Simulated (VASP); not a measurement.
PbF2: single point with PBE

The system is PbF2.

```
Pb F
1.0
     0.00000    2.99987    2.99987
     2.99987    0.00000    2.99987
     2.99987    2.99987    0.00000
Pb F
1 2
Direct
  0.00000 0.00000 0.00000
  0.75000 0.75000 0.75000
  0.25000 0.25000 0.25000
```

```yaml
Program: VASP 6.6.1
Task: single point
Functional: PBE
Potentials_or_basis: VASP PAW PBE potentials, release 64 (Pb_d, F)
Cutoff: 520 eV
k_mesh: 6 × 6 × 6
Occupations: gaussian, width 0.02 eV
Spin: no spin polarisation
```

```yaml
Pressure: -0.2 GPa
Band_gap_on_the_k_mesh: 4.43 eV, indirect (least direct gap 4.56 eV)
```

Levels at points of the mesh, in eV from the valence-band top:
```csv
k point,band 11,band 12,band 13,band 14,band 15,band 16,band 17,band 18
"(0.00, 0.00, 0.00)",-2.23,-1.75,-1.75,-1.75,6.74,6.74,6.74,10.55
"(0.50, 0.00, 0.00)",-2.41,-1.92,-1.92,0.00,5.04,7.56,7.56,13.17
"(0.50, 0.50, 0.00)",-1.35,-1.35,-1.34,-0.13,4.43,7.77,7.77,9.05
```

It took 15 s on 1 thread of AMD EPYC 7R43 64-Core Processor (Zen 3) (shared host), peak memory 0.14 GiB.

Caveat: spin-orbit coupling is left out, which moves the levels of the heavy elements. A k mesh can miss the band edges.
